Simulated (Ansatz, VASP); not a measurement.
MgS: VASP beside Ansatz

```xyz
2
Lattice="-0.0094 2.8214 2.8214 2.8214 -0.0094 2.8214 2.8214 2.8214 -0.0094" Properties=species:S:1:pos:R:3 pbc="T T T"
Mg   -0.0018   -0.0018   -0.0018
S     1.4101    1.4101    1.4101
```

Change from the starting cell: shear_111 strain -0.5%.

Alike in both runs: task single point; functional HSE06; k mesh 6 × 6 × 6; no spin polarisation.

|  | VASP | Ansatz |
| --- | --- | --- |
| version | VASP 6.6.1 | Ansatz 0.2.0 |
| potentials or method | VASP PAW PBE potentials, release 64 (Mg, S) | plane waves, PAW |
| plane-wave cutoff (eV) | 520 | 420 |
| occupations | gaussian, width 0.01 eV | fixed |
| valence electrons in the cell | 8 | 16 |

Ansatz gave:

| Property | Result |
| --- | --- |
| gap on the k mesh at the Fermi level (eV) | 4.53 |
| pressure (GPa) | 0.3 |
| traceless stress, the component that is largest in VASP (GPa) | 0.10 |

Question: Estimate VASP's values.

Answer: gap on the k mesh at the Fermi level (eV): 4.52; pressure (GPa): 0.2; traceless stress, the component that is largest in VASP (GPa): 0.11.

VASP's potentials hold 8 valence electrons a cell and Ansatz's 16, so a difference there can come from the potentials and not from the codes. Ansatz's warnings: stress exchange threshold loose, stress scf threshold loose.
